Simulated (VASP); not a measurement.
Runs of VASP 6.6.1 on Hf. The structure is that of space group Cmcm (No. 63), or close to it. The cells are those of the table. 

```csv
cell,further INCAR settings,gap on the mesh (eV),pressure (GPa),largest force (eV/Å)
"a = 3.397, b = 3.049, c = 4.996 Å, angles 90.0, 90.0, 123.9°, 2 atoms",ALGO = Fast; EDIFF = 1e-07; NBANDS = 17,none,(b),0.44
"a = 3.042, b = 3.403, c = 4.622 Å, angles 90.0, 90.0, 116.5°, 2 atoms",ALGO = Fast; EDIFF = 1e-06; NBANDS = 17,none,(a),0.40
"a = 3.279, b = 2.930, c = 5.371 Å, angles 90.0, 90.0, 124.0°, 2 atoms",ALGO = Fast; EDIFF = 1e-06; NBANDS = 17,none,1.2,0.31
"a = 3.634, b = 3.285, c = 4.247 Å, angles 90.0, 90.0, 123.6°, 2 atoms",ALGO = Fast; EDIFF = 1e-06; NBANDS = 17,none,4.6,0.92
"a = 3.160, b = 2.812, c = 5.746 Å, angles 90.0, 90.0, 124.2°, 2 atoms",ALGO = Fast; EDIFF = 1e-07; NBANDS = 17,none,3.3,0.25
"a = 2.805, b = 3.167, c = 5.371 Å, angles 90.0, 90.0, 116.3°, 2 atoms",ALGO = Fast; EDIFF = 1e-06; NBANDS = 17,none,1.1,0.26
"a = 2.686, b = 3.049, c = 5.746 Å, angles 90.0, 90.0, 116.1°, 2 atoms",ALGO = Fast; EDIFF = 1e-07; NBANDS = 17,none,(c),0.21
"a = 3.516, b = 3.167, c = 4.622 Å, angles 90.0, 90.0, 123.7°, 2 atoms",ALGO = Fast; EDIFF = 1e-06; NBANDS = 17,none,1.4,0.63
```

Alike in all rows: task single point; level PBEsol; potentials or basis VASP PAW PBE potentials, release 64 (Hf_pv); no spin polarisation; k mesh 18 × 18 × 10; cutoff (eV) 520; smearing gaussian 0.15 eV.

Problem. Estimate the missing entries.

Solution. (a) 1.7; (b) 0.5; (c) 3.4.

Caveats: the PAW data sets were made with another functional, which shifts forces and pressure a little; spin-orbit coupling is left out, which moves the levels of the heavy elements; the stress differs along the axes, from -5 to 8 GPa (at least some runs); the stress differs along the axes, from -7 to 7 GPa (at least some runs); the stress differs along the axes, from -8 to 15 GPa (at least some runs); the stress differs along the axes, from -3 to 18 GPa (at least some runs); the stress differs along the axes, from -9 to 20 GPa (at least some runs).

A k mesh can miss the band edges, and the runs leave out spin-orbit coupling on Hf.

A gap of «none» marks levels without a gap at the run's occupations.
